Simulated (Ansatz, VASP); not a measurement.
**One calculation of Sb, two programs**

```xyz
2
Lattice="2.0431 1.1796 3.5568 -2.0431 1.1796 3.5568 0.0000 -2.3591 3.5568" Properties=species:S:1:pos:R:3 pbc="T T T"
Sb    0.0000    0.0000    2.4930
Sb    0.0000    0.0000    8.1774
```

Change from the starting cell: strain -0.050 along x and y, -0.050 along z, atoms carried along.

Alike in both runs: task single point; functional PBEsol; k mesh 12 × 12 × 12; occupations gaussian, width 0.15 eV; no spin polarisation.

|  | VASP | Ansatz |
| --- | --- | --- |
| version | VASP 6.6.1 | Ansatz 0.2.0 |
| potentials or method | VASP PAW PBE potentials, release 64 (Sb), cutoff 520 eV | scalar-relativistic, plane waves, PAW |
| valence electrons in the cell | 10 | 30 |

```csv
,VASP,Ansatz,Ansatz less VASP
gap on the k mesh at the Fermi level (eV),none,none,-
pressure (GPa),13.8,13.2,-0.54
"traceless stress, the component that is largest in VASP (GPa)",-1.93,-1.80,+0.126
rms of the force components (eV/Å),0.723,0.661,-0.0622
```

VASP's potentials were made for PBE, not for PBEsol. Atom by atom the forces differ by 0.062 eV/Å (rms over components). A gap of «none» marks a metal or a gap that the smearing closes. With one functional, cell and mesh, what is left measures potentials, basis and numerics. VASP's potentials hold 10 valence electrons a cell and Ansatz's 30, so a difference there can come from the potentials and not from the codes.

Spin-orbit coupling is off throughout.
